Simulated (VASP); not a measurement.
Input of a VASP 6.6.1 run:

INCAR

```
SYSTEM = HPt6
ALGO = Normal
DIPOL = 0.5 0.5 0.304
EDIFF = 1E-7
ENCUT = 520
GGA = PE
IDIPOL = 3
ISIF = 2
ISMEAR = 0
LASPH = .TRUE.
LCHARG = .FALSE.
LDIPOL = .TRUE.
LREAL = .FALSE.
LWAVE = .FALSE.
NBANDS = 74
NELM = 80
PREC = Accurate
SIGMA = 0.1
```

The input KPOINTS:

```
k-points
0
G
  6 6 1
  0 0 0
```

File POSCAR:

```
HPt6
1.0
    5.6145835605      0.0000000000      0.0000000000
   -2.8072917802      4.8623719950      0.0000000000
    0.0000000000      0.0000000000     22.6197373747
Pt H
12 2
Direct
    0.3333333333      0.1666666667      0.1768367127
    0.3333333333      0.6666666667      0.1768367127
    0.8333333333      0.1666666667      0.1768367127
    0.8333333333      0.6666666667      0.1768367127
    0.1666666667      0.3333333333      0.2789580515
    0.1666666667      0.8333333333      0.2789580515
    0.6666666667      0.3333333333      0.2789580515
    0.6666666667      0.8333333333      0.2789580515
    0.0000000000      0.0000000000      0.3810715055
    0.0000000000      0.5000000000      0.3810715055
    0.5000000000      0.0000000000      0.3810715055
    0.5000000000      0.5000000000      0.3810715055
    0.1549332300      0.3098664600      0.4575533837
    0.3450667700      0.6901335400      0.4575533837
```

Potentials or basis: VASP PAW PBE potentials, release 64 (Pt, H).

Command:

```console
$ cat potpaw_PBE.64/Pt/POTCAR potpaw_PBE.64/H/POTCAR > POTCAR
$ mpirun -np 1 vasp_std > vasp.out
```

Task: Estimate the band gap on the k mesh.

Result: Zero (bands 61 and 62 overlap by 0.72 eV).

Task: Predict the largest force.

Result: 1.943 eV/Å.

Forces in eV/Å, atoms in the order of the input:
```
Pt   0.057  0.010 -0.016
Pt   0.000  0.050 -0.020
Pt  -0.057  0.010 -0.016
Pt   0.000 -0.036  0.058
Pt   0.000 -0.068 -0.278
Pt  -0.060 -0.017  0.005
Pt   0.000  0.029  0.424
Pt   0.060 -0.017  0.005
Pt   0.000  0.554  0.893
Pt   0.219 -0.017  0.988
Pt   0.000 -0.478  0.801
Pt  -0.219 -0.017  0.988
H    0.000 -0.190 -1.899
H    0.000  0.187 -1.934
```

Caveat: spin-orbit coupling is left out, which moves the levels of the heavy elements.
